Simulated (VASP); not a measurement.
Write the native input for VASP 6.6.1 that does the following.

| Item | Value |
| --- | --- |
| Task | single point |
| Functional | PBE |
| Potentials or basis | VASP PAW PBE potentials, release 64 (Ir) |
| Cutoff | 500 eV |
| k mesh | 7 × 7 × 7 |
| Occupations | gaussian, width 0.1 eV |
| Spin | no spin polarisation |
| Dipole correction | no |
| Further INCAR settings | ALGO = Normal; EDIFF = 1e-06; NBANDS = 10 |

The structure of Ir lies in POSCAR:

```
Ir
1.0
    0.0000000000      1.9269646676      1.9269646676
    1.9269646676      0.0000000000      1.9269646676
    1.9269646676      1.9269646676      0.0000000000
Ir
1
Direct
    0.0000000000      0.0000000000      0.0000000000
```

One way to write it, as run:

INCAR

```
PREC = Accurate
ENCUT = 500
EDIFF = 1E-6
ISMEAR = 0
SIGMA = 0.1
LREAL = False
LASPH = True
NELM = 120
ALGO = Normal
ISIF = 2
LWAVE = False
LCHARG = False
GGA = PE
NBANDS = 10
GGA_COMPAT = False
```

KPOINTS

```
regular mesh
0
Gamma
  7 7 7
```

Potentials or basis: VASP PAW PBE potentials, release 64 (Ir).

Command:

```sh
$ cat potpaw_PBE.64/Ir/POTCAR > POTCAR
$ mpirun -np 1 vasp_std > vasp.out
```

Results of the run:

The pressure is 4.0 GPa.

Caveat: the k points lie up to 0.40 Å⁻¹ apart.

It took 3.7 s on 1 thread of AMD EPYC 7R13 Processor (Zen 3), with other jobs on the host, peak memory 0.09 GiB.
